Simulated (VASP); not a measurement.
Write the native input for VASP 6.6.1 that does the following.

```yaml
Task: single point
Functional: PBE
Potentials_or_basis: VASP PAW PBE potentials, release 64 (Al, O)
Cutoff: 520 eV
k_mesh: 9 × 3 × 1
Occupations: gaussian, width 0.1 eV
Spin: no spin polarisation
Dipole_correction: yes
Further_INCAR_settings: ALGO = Normal; EDIFF = 1e-06; NBANDS = 28
```

The structure of Al9O lies in POSCAR:

```
Al9O
1.0
    2.8543223330      0.0000000000      0.0000000000
   -1.4271611665      9.7033329366      0.0000000000
    0.0000000000      0.0000000000     20.2902708969
Al O
9 1
Direct
    0.5324485604      0.0648971207      0.1971388169
    0.6709687938      0.3419375876      0.2462255645
    0.2986728405      0.5973456810      0.2560429140
    0.9263768872      0.8527537744      0.2658602636
    0.0639738222      0.1277383808      0.3154281718
    0.1995905480      0.4042696935      0.3707822583
    0.8288544886      0.6597110299      0.3785032288
    0.4526361687      0.9111292155      0.3874342692
    1.0983622017     -0.0539788560      0.5351113456
    0.5925232094      0.9314597089      0.4781810159
```

The input as run:

INCAR

```
  PREC = Accurate
  ENCUT = 520
  EDIFF = 1E-6
  ISMEAR = 0
  SIGMA = 0.1
  LREAL = F
  LASPH = T
  NELM = 100
  ALGO = Normal
  ISIF = 2
  LWAVE = F
  LCHARG = F
  LDIPOL = T
  IDIPOL = 3
  DIPOL = 0.5 0.5 0.343
  GGA = PE
  NBANDS = 28
```

KPOINTS

```
Automatic mesh
0
Gamma
  9 3 1
```

Potentials or basis: VASP PAW PBE potentials, release 64 (Al, O).

Command:

```sh
$ cat potpaw_PBE.64/Al/POTCAR potpaw_PBE.64/O/POTCAR > POTCAR
$ mpirun -np 1 vasp_std > vasp.out
```

It gave:

```json
{
 "Largest force": "0.580 eV/Å",
 "Band gap on the k mesh": "zero (an odd number of electrons rules out a gap without spin polarisation)"
}
```

Caveat: an odd number of electrons without spin polarisation forces a metal; a magnetic or distorted state may lie lower.

It took 3.7 min on 1 thread of Intel(R) Xeon(R) 6975P-C (Granite Rapids), on a shared host, peak memory 0.68 GiB.
